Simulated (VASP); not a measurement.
Wanted: the native input for a VASP 6.6.1 run.

| Property | Result |
| --- | --- |
| Task | single point |
| Functional | LDA |
| Potentials or basis | VASP PAW LDA potentials, release 64 (Mg, Zr_sv) |
| Cutoff | 520 eV |
| k mesh | 5 × 5 × 5 |
| Occupations | fermi-dirac, width 0.15 eV |
| Spin | no spin polarisation |
| Dipole correction | no |
| Further INCAR settings | ALGO = Normal; EDIFF = 1e-07; NBANDS = 17 |

The structure of Mg3Zr lies in POSCAR:

```
Mg3Zr
1.0
    4.4422052300      0.0000000000      0.0000000000
    0.0000000000      4.4422052300      0.0000000000
    0.0000000000      0.0000000000      4.4422052300
Mg Zr
3 1
Direct
    0.5000000000      0.5000000000      0.0000000000
    0.5000000000      0.0000000000      0.5000000000
    0.0000000000      0.5000000000      0.5000000000
    0.0000000000      0.0000000000      0.0000000000
```

These files were run (other wordings do the same):

INCAR

```
PREC = Accurate
ENCUT = 520
EDIFF = 1E-7
ISMEAR = -1
SIGMA = 0.15
LREAL = False
LASPH = True
NELM = 60
ALGO = Normal
ISIF = 2
LWAVE = False
LCHARG = False
GGA = CA
NBANDS = 17
```

KPOINTS

```
regular mesh
0
Gamma
  5 5 5
```

Potentials or basis: VASP PAW LDA potentials, release 64 (Mg, Zr_sv).

Command:

```console
$ cat potpaw_LDA.64/Mg/POTCAR potpaw_LDA.64/Zr_sv/POTCAR > POTCAR
$ mpirun -np 1 vasp_std > vasp.out
```

It gave:

```json
{
 "Pressure": "-3.0 GPa",
 "Band gap on the k mesh": "zero (band 9 reaches 4.76 eV, above the bottom of band 10 at 3.49 eV)"
}
```

Run time: 6.8 s on 1 thread of Intel(R) Xeon(R) 6975P-C (Granite Rapids) (shared host), peak memory 0.17 GiB.
